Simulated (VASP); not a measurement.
Crystal: CaSnSe.

```
Ca Sn Se
1.0
     5.31471    0.00000    0.00000
    -2.65736    4.60267    0.00000
     0.00000    0.00000    6.59716
Ca Sn Se
2 2 2
Direct
  0.00000 0.00000 0.00000
  0.00000 0.00000 0.50000
  0.33333 0.66667 0.25000
  0.66667 0.33333 0.75000
  0.66667 0.33333 0.25000
  0.33333 0.66667 0.75000
```

- Program: VASP 6.6.1
- Task: relaxation of cell and atoms
- Functional: PBE
- Potentials or basis: VASP PAW PBE potentials, release 64 (Ca_sv, Sn_d, Se)
- Cutoff: 600 eV
- k mesh: 12 × 12 × 6
- Occupations: gaussian, width 0.1 eV
- Spin: no spin polarisation

At the start: pressure 0.1 GPa; volume 26.90 Å³/atom.

Where does the relaxation end?

Over 17 steps the energy falls by 50.1 meV/atom and the volume is 28.55 Å³/atom (+6.2 %); space group P6_3/mmc (No. 194, to 0.05 Å).

The path:
```
step  energy change (eV)  largest force (eV/Å)  pressure (GPa)  volume (Å³)
   1              0.0000                0.0000            0.06       161.38
   2             -0.0177                0.0000            0.03       161.60
   3             -0.0596                0.0000            0.11       162.15
   4             -0.0625                0.0000            0.61       162.68
   5             -0.2223                0.0000            2.69       161.63
   6             -0.2131                0.0000            1.22       162.46
   7             -0.2432                0.0000            2.15       161.95
   8             -0.2520                0.0000            2.02       162.89
   9             -0.2650                0.0000            1.68       165.68
  10             -0.2765                0.0000            1.38       166.60
  11             -0.2972                0.0000            0.50       169.37
  12             -0.2818                0.0000           -1.02       174.99
  13             -0.3003                0.0000            0.01       171.03
  14             -0.3003                0.0000            0.05       170.92
  15             -0.3004                0.0000            0.04       170.96
  16             -0.3005                0.0000            0.03       171.08
  17             -0.3005                0.0000            0.01       171.31
```

Final structure:
```yaml
crystal:
  lattice:
    - [4.91179, 0.00000, 0.00000]
    - [-2.45590, 4.25374, 0.00000]
    - [0.00000, 0.00000, 8.19928]
  atoms:
    - { symbol: Ca, position: [0.00000, 0.00000, 0.00000] }
    - { symbol: Ca, position: [0.00000, 0.00000, 0.50000] }
    - { symbol: Sn, position: [0.33333, 0.66667, 0.25000] }
    - { symbol: Sn, position: [0.66667, 0.33333, 0.75000] }
    - { symbol: Se, position: [0.66667, 0.33333, 0.25000] }
    - { symbol: Se, position: [0.33333, 0.66667, 0.75000] }
```
